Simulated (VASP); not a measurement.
# Si (I4_1/amd) in VASP: relaxation of cell and atoms with r2SCAN+D4

Aim: the relaxation of cell and atoms of Si with r2SCAN+D4.

Everything below comes from runs of VASP 6.6.1. Logs are shortened: lines on timing, memory, paths and dates and some standing lists are left out, and cuts for length are marked.

## 1. The cell of the first run

Symmetry: I4_1/amd, No. 141, tetragonal system. The conventional cell has a = 4.743 Å, b = 4.743 Å, c = 2.659 Å, α = 90.00°, β = 90.00°, γ = 90.00°. Within 3.3 Å of Si (site symmetry -4m2) lie 10 Si at 2.46 to 3.10 Å.

## 2. Relaxation of cell and atoms, r2SCAN+D4

POSCAR

```
Si
1.0
   -2.3713700000      2.3713700000      1.3292700000
    2.3713700000     -2.3713700000      1.3292700000
    2.3713700000      2.3713700000     -1.3292700000
Si
2
Direct
    0.2500000000      0.7500000000      0.5000000000
    0.5000000000      0.5000000000      0.0000000000
```

INCAR.step1

```
  ALGO = Normal
  EDIFF = 1E-4
  ENCUT = 600
  GGA = PE
  ISMEAR = -1
  LASPH = True
  LCHARG = False
  LREAL = False
  LWAVE = True
  NELM = 80
  PREC = Accurate
  SIGMA = 0.1
```

INCAR.step2

```
  ALGO = Normal
  EDIFF = 1E-6
  EDIFFG = -0.01
  ENCUT = 600
  IBRION = 2
  ISIF = 3
  ISMEAR = -1
  ISTART = 1
  IVDW = 13
  LASPH = True
  LCHARG = False
  LMIXTAU = True
  LREAL = False
  LWAVE = False
  METAGGA = R2SCAN
  NELM = 80
  NSW = 80
  PREC = Accurate
  SIGMA = 0.1
  VDW_A1 = 0.51559235
  VDW_A2 = 5.77342911
  VDW_S6 = 1.0
  VDW_S8 = 0.6018749
```

KPOINTS

```
k-points
0
Gamma
  12 12 12
```

Potentials or basis: VASP PAW PBE potentials, release 64 (Si).

Run with:

```
> cat potpaw_PBE.64/Si/POTCAR > POTCAR
> cp INCAR.step1 INCAR
> mpirun -np 1 vasp_std > vasp.out
> cp INCAR.step2 INCAR
> mpirun -np 1 vasp_std > vasp.out
```

OUTCAR:

```text
EDIFF = 1E-6
   EDIFFG = -0.01
   ENCUT = 600
   IBRION = 2
   ISIF = 3
   ISMEAR = -1
   ISTART = 1
   IVDW = 13
   LASPH = True
   LREAL = False
   METAGGA = R2SCAN
   NELM = 80
   NSW = 80
   PREC = Accurate

 ion  position               nearest neighbor table
   1  0.250  0.750  0.500-   2 2.46   2 2.46   2 2.46   2 2.46   2 3.10   2 3.10   2 3.10   2 3.10

   2  0.500  0.500  0.000-   1 2.46   1 2.46   1 2.46   1 2.46   1 3.10   1 3.10   1 3.10   1 3.10

  LATTYP: Found a body centered tetragonal cell.
 ALAT       =     4.7427400000
 C/A-ratio  =     0.5605493871

  Lattice vectors:

 A1 = (  -2.3713700000,   2.3713700000,   1.3292700000)
 A2 = (   2.3713700000,  -2.3713700000,   1.3292700000)
 A3 = (   2.3713700000,   2.3713700000,  -1.3292700000)

Analysis of symmetry for initial positions (statically):
=====================================================================
 Subroutine PRICEL returns:
 Original cell was already a primitive cell.

 Routine SETGRP: Setting up the symmetry group for a
 body centered tetragonal supercell.

 Subroutine GETGRP returns: Found 16 space group operations
 (whereof  8 operations were pure point group operations)
 out of a pool of 16 trial point group operations.

The static configuration has the point symmetry D_2d.
 The point group associated with its full space group is D_4h.

Analysis of symmetry for dynamics (positions and initial velocities):
=====================================================================
 Subroutine PRICEL returns:
 Original cell was already a primitive cell.

 Routine SETGRP: Setting up the symmetry group for a
 body centered tetragonal supercell.

 Subroutine GETGRP returns: Found 16 space group operations
 (whereof  8 operations were pure point group operations)
 out of a pool of 16 trial point group operations.

The dynamic configuration has the point symmetry D_2d.
 The point group associated with its full space group is D_4h.

 Subroutine INISYM returns: Found 16 space group operations
 (whereof  8 operations are pure point group operations),
 and found     1 'primitive' translations

----------------------------------------------------------------------------------------

                                     Primitive cell

  volume of cell :      29.9000

  direct lattice vectors                    reciprocal lattice vectors
    -2.371370000  2.371370000  1.329270000     0.000000000  0.210848581  0.376146306
     2.371370000 -2.371370000  1.329270000     0.210848581  0.000000000  0.376146306
     2.371370000  2.371370000 -1.329270000     0.210848581  0.210848581  0.000000000

  length of vectors
     3.607457565  3.607457565  3.607457565     0.431211280  0.431211280  0.298184923

  position of ions in fractional coordinates (direct lattice)
     0.250000000  0.750000000  0.500000000
     0.500000000  0.500000000  0.000000000

  ion indices of the primitive-cell ions
   primitive index   ion index
                 1           1
                 2           2

----------------------------------------------------------------------------------------

 KPOINTS: k-points

Automatic generation of k-mesh.
 Grid dimensions read from file:
 generate k-points for:   12   12   12

 Generating k-lattice:

  Cartesian coordinates                     Fractional coordinates (reciprocal lattice)
     0.000000000  0.017570715  0.031345525     0.083333333  0.000000000 -0.000000000
     0.017570715  0.000000000  0.031345525     0.000000000  0.083333333 -0.000000000
     0.017570715  0.017570715  0.000000000     0.000000000  0.000000000  0.083333333

  Length of vectors
     0.035934273  0.035934273  0.024848744

  Shift w.r.t. Gamma in fractional coordinates (k-lattice)
     0.000000000  0.000000000  0.000000000

 Subroutine IBZKPT returns following result:
 ===========================================

 Found    163 irreducible k-points:

 Following reciprocal coordinates:
            Coordinates               Weight
  0.000000  0.000000  0.000000      1.000000
  0.083333 -0.000000  0.000000      8.000000
  0.166667  0.000000 -0.000000      8.000000
  0.250000  0.000000  0.000000      8.000000
  0.333333  0.000000 -0.000000      8.000000
  0.416667 -0.000000  0.000000      8.000000
[... 16 lines left out ...]
  0.500000  0.166667  0.000000     16.000000
 -0.416667  0.166667  0.000000     16.000000
 [... further k-points ...]
   k-points           NKPTS =    163   k-points in BZ     NKDIM =    163   number of bands    NBANDS=      8
   number of dos      NEDOS =    301   number of ions     NIONS =      2
   total plane-waves  NPLWV =  27000
   dimension x,y,z NGX =    30 NGY =   30 NGZ =   30
   dimension x,y,z NGXF=    60 NGYF=   60 NGZF=   60
   ions per type =               2
   NGX,Y,Z   is equivalent  to a cutoff of  13.83, 13.83, 13.83 a.u.
   NGXF,Y,Z  is equivalent  to a cutoff of  27.65, 27.65, 27.65 a.u.
 SYSTEM =  unknown system
   PREC   = accura    normal or accurate (medium, high low for compatibility)
   ISTART =      1    job   : 0-new  1-cont  2-samecut
   ICHARG =      0    charge: 1-file 2-atom 10-const
   ISPIN  =      1    spin polarized calculation?
   LNONCOLLINEAR =      F non collinear calculations
   LSORBIT =      F    spin-orbit coupling
   LASPH  =      T    aspherical Exc in radial PAW
   ENCUT  =  600.0 eV  44.10 Ry    6.64 a.u.   7.20  7.20  7.20*2*pi/ulx,y,z
   NELM   =     80;   NELMIN=  2; NELMDL=  0     # of ELM steps
   EDIFF  = 0.1E-05   stopping-criterion for ELM
   LREAL  =      F    real-space projection
   EDIFFG = -.1E-01   stopping-criterion for IOM
   NSW    =     80    number of steps for IOM
   IBRION =      2    ionic relax: 0-MD 1-quasi-New 2-CG
   NFREE  =      1    steps in history (QN), initial steepest desc. (CG)
   ISIF   =      3    stress and relaxation
   ISYM   =      2    0-nonsym 1-usesym 2-fastsym
   POTIM  = 0.5000    time-step for ionic-motion
   TEBEG  =    0.0;   TEEND  =   0.0 temperature during run
   PSTRESS=    0.0 pullay stress
   NELECT =       8.0000    total number of electrons
   NUPDOWN=      -1.0000    fix difference up-down
   EMIN   =  10.00;   EMAX   =-10.00  energy-range for DOS
   EFERMI =   0.00;   METHOD = LEGACY
   ISMEAR =    -1;   SIGMA  =   0.10  broadening in eV -4-tet -1-fermi 0-gaus
   EFERMI_NEDOS =   21; number of points for ismear=-14 and -15
   IALGO  =     38    algorithm
   IMIX   =      4    mixing-type and parameters
     AMIX     =   0.40;   BMIX     =  1.00
     AMIX_MAG =   1.60;   BMIX_MAG =  1.00
  volume/ion in A,a.u.               =      14.95       100.89
  Fermi-wavevector in a.u.,A,eV,Ry     =   1.054907  1.993485 15.140958  1.112829
  Thomas-Fermi vector in A             =   2.190085
   LORBIT       =      0    0 simple, 1 ext, 2 COOP (PROOUT), +10 PAW based schemes
   METAGGA = R2SCAN    functional components
   LHFCALC =     F    Hartree Fock is set to
   AEXX    =    0.0000 exact exchange contribution
   IVDW    =    13    specifies the selected vdW correction
   LEPSILON=     F    determine dielectric tensor
   LRPA    =     F    only Hartree local field effects (RPA)
 conjugate gradient relaxation of ions
 non-spin polarized calculation
  energy-cutoff  :      600.00
  volume of cell :       29.90
 maximum number of plane-waves:      1018
 NGX is ok and might be reduce to    30
   NGX = 15   NGY = 15   NGZ = 15

--------------------------------------- Ionic step        1  -------------------------------------------

 number of electron       8.0000000 magnetization

 Free energy of the ion-electron system (eV)
  ---------------------------------------------------
  ext. energy  EPLUGINS =         0.00000000
  ---------------------------------------------------
  free energy    TOTEN  =       -16.68450853 eV

  energy without entropy =      -16.66231199  energy(sigma->0) =      -16.67341026

------------------------ aborting loop because EDIFF is reached ----------------------------------------

  DFT-D4 for vdW energy calculation

  Edisp (eV):   -0.30866

  FORCE on cell =-STRESS in cart. coord.  units (eV):
  Direction    XX          YY          ZZ          XY          YZ          ZX
  --------------------------------------------------------------------------------------
  -------------------------------------------------------------------------------------
  Total       0.38266     0.38266    -0.20536     0.00000     0.00000     0.00000
  in kB      20.50466    20.50466   -11.00416     0.00000     0.00000     0.00000
  external pressure =       10.00 kB  Pullay stress =        0.00 kB

 VOLUME and BASIS-vectors are now :
 -----------------------------------------------------------------------------
  energy-cutoff  :      600.00
  volume of cell :       29.90
      direct lattice vectors                 reciprocal lattice vectors
    -2.371370000  2.371370000  1.329270000     0.000000000  0.210848581  0.376146306
     2.371370000 -2.371370000  1.329270000     0.210848581  0.000000000  0.376146306
     2.371370000  2.371370000 -1.329270000     0.210848581  0.210848581  0.000000000
[... 201 lines left out ...]
 POSITION                                       TOTAL-FORCE (eV/Angst)
 -----------------------------------------------------------------------------------
      2.39524      0.00000      0.65364        -0.000000      0.000000     -0.000000
      2.39524      2.39524      0.00000         0.000000     -0.000000      0.000000
 -----------------------------------------------------------------------------------
    total drift:                                0.000000     -0.000000      0.000000

  FREE ENERGIE OF THE ION-ELECTRON SYSTEM (eV)
  ---------------------------------------------------
  free  energy   TOTEN  =       -17.0007350537 eV

  energy  without entropy=      -16.9802351696  energy(sigma->0) =      -16.99048511

--------------------------------------- Ionic step        7  -------------------------------------------

 number of electron       8.0000000 magnetization

 Free energy of the ion-electron system (eV)
  ---------------------------------------------------
  ext. energy  EPLUGINS =         0.00000000
  ---------------------------------------------------
  free energy    TOTEN  =       -16.69373444 eV

  energy without entropy =      -16.67324611  energy(sigma->0) =      -16.68349027

 E-fermi :   9.3772     XC(G=0): -11.5526

 val. band max:        9.3258870973   @ k =  -0.0833   0.5000   0.0833
 cond. band min:       9.3791543067   @ k =   0.4167   0.3333   0.0833
 fundamental gap:      0.0532672094
 Fermi energy:         9.3772139152

 k-point     1 :       0.0000    0.0000    0.0000
  band No.  band energies     occupation
      1      -5.2862      2.00000
      2       6.5092      2.00000
      3       6.5092      2.00000
      4       7.1923      2.00000
      5      11.1338      0.00000
      6      17.3721      0.00000
      7      18.7631      0.00000
      8      18.7631      0.00000

 k-point     2 :       0.0833   -0.0000    0.0000
  band No.  band energies     occupation
      1      -5.0851      2.00000
      2       5.9429      2.00000
      3       6.4481      2.00000
      4       8.0985      1.99999
      5      11.5631      0.00000
      6      16.2874      0.00000
      7      17.1636      0.00000
      8      18.5599      0.00000
[... 221 lines left out ...]
 k-point    23 :       0.5000    0.1667    0.0000
  band No.  band energies     occupation
      1      -1.0262      2.00000
      2       3.1193      2.00000
      3       6.1298      2.00000
      4       7.3468      2.00000
      5       9.9932      0.00421
      6      12.3377      0.00000
      7      14.7301      0.00000
      8      16.1045      0.00000

 k-point    24 :      -0.4167    0.1667    0.0000
  band No.  band energies     occupation
      1      -2.5810      2.00000
      2       2.6737      2.00000
      3       6.8659      2.00000
      4       9.0624      1.91770
      5      11.3014      0.00000
      6      13.3382      0.00000
      7      13.7461      0.00000
      8      16.6506      0.00000

 [... further k-points ...]

------------------------ aborting loop because EDIFF is reached ----------------------------------------

  DFT-D4 for vdW energy calculation

  Edisp (eV):   -0.30708

  FORCE on cell =-STRESS in cart. coord.  units (eV):
  Direction    XX          YY          ZZ          XY          YZ          ZX
  --------------------------------------------------------------------------------------
  -------------------------------------------------------------------------------------
  Total      -0.00226    -0.00226    -0.00085     0.00000     0.00000     0.00000
  in kB      -0.12024    -0.12024    -0.04530     0.00000     0.00000     0.00000
  external pressure =       -0.10 kB  Pullay stress =        0.00 kB

 VOLUME and BASIS-vectors are now :
 -----------------------------------------------------------------------------
  energy-cutoff  :      600.00
  volume of cell :       30.07
      direct lattice vectors                 reciprocal lattice vectors
    -2.397964430  2.397964430  1.307404142     0.000000000  0.208510182  0.382437216
     2.397964430 -2.397964430  1.307404142     0.208510182  0.000000000  0.382437216
     2.397964430  2.397964430 -1.307404142     0.208510182  0.208510182  0.000000000

 POSITION                                       TOTAL-FORCE (eV/Angst)
 -----------------------------------------------------------------------------------
      2.39796      0.00000      0.65370        -0.000000     -0.000000     -0.000000
      0.00000      0.00000      1.30740         0.000000      0.000000      0.000000
 -----------------------------------------------------------------------------------
    total drift:                               -0.000000     -0.000000      0.000000

  FREE ENERGIE OF THE ION-ELECTRON SYSTEM (eV)
  ---------------------------------------------------
  free  energy   TOTEN  =       -17.0008141701 eV

  energy  without entropy=      -16.9803258332  energy(sigma->0) =      -16.99057000

 reached required accuracy - stopping structural energy minimisation
```

Wall time 10 min (1 thread of AMD EPYC 9R45 (Zen 5), shared host); peak memory 0.16 GiB.

Results:

```yaml
Free_energy: -17.0008 eV
Relaxed_volume: 15.04 Å³/atom
Relaxed_cell: a = 3.635 Å, b = 3.635 Å, c = 3.635 Å, α = 97.43°, β = 97.43°, γ = 137.83°
Space_group_after_relaxing_to_0.1_Å: I4_1/amd (No. 141)
Energy_gained_by_relaxing: 3.8 meV/atom
Ionic_steps: 7
Pressure_after_relaxing: 0.0 GPa
Band_gap_on_the_k_mesh: zero (bands 4 and 5 overlap by 6.76 eV)
Dispersion_energy_per_atom: -0.154 eV
```

The path:
| step | energy change (eV) | largest force (eV/Å) | pressure (GPa) | volume (Å³) |
| --- | --- | --- | --- | --- |
| 1 | 0.0000 | 0.0000 | 1.00 | 29.90 |
| 2 | -0.0052 | 0.0000 | -0.71 | 30.30 |
| 3 | -0.0054 | 0.0000 | -1.08 | 30.39 |
| 4 | -0.0073 | 0.0000 | -0.35 | 30.15 |
| 5 | -0.0074 | 0.0000 | -0.52 | 30.20 |
| 6 | -0.0076 | 0.0000 | 0.31 | 30.00 |
| 7 | -0.0076 | 0.0000 | -0.01 | 30.07 |

Final structure:
```
CELL_PARAMETERS angstrom
-2.39796 2.39796 1.30740
2.39796 -2.39796 1.30740
2.39796 2.39796 -1.30740
ATOMIC_POSITIONS crystal
Si 0.25000 0.75000 0.50000
Si 0.50000 0.50000 0.00000
```

Levels at points of the mesh, in eV from the Fermi level:
```
           k point  band 2  band 3  band 4  band 5  band 6  band 7
(0.00, 0.00, 0.00)   -2.87   -2.87   -2.18    1.76    7.99    9.39
(0.50, 0.00, 0.00)   -7.20   -2.42   -1.84   -1.53    1.25    4.82
(0.50, 0.50, 0.00)  -11.40    0.14    0.14    2.67    2.67    9.30
(0.50, 0.50, 0.50)   -8.91   -7.28   -7.28    6.48    6.48   13.78
```

Caveat: the PAW data sets were made with another functional, which shifts forces and pressure a little.

The gap in the log of VASP goes by the Fermi energy; the results here count the filled bands.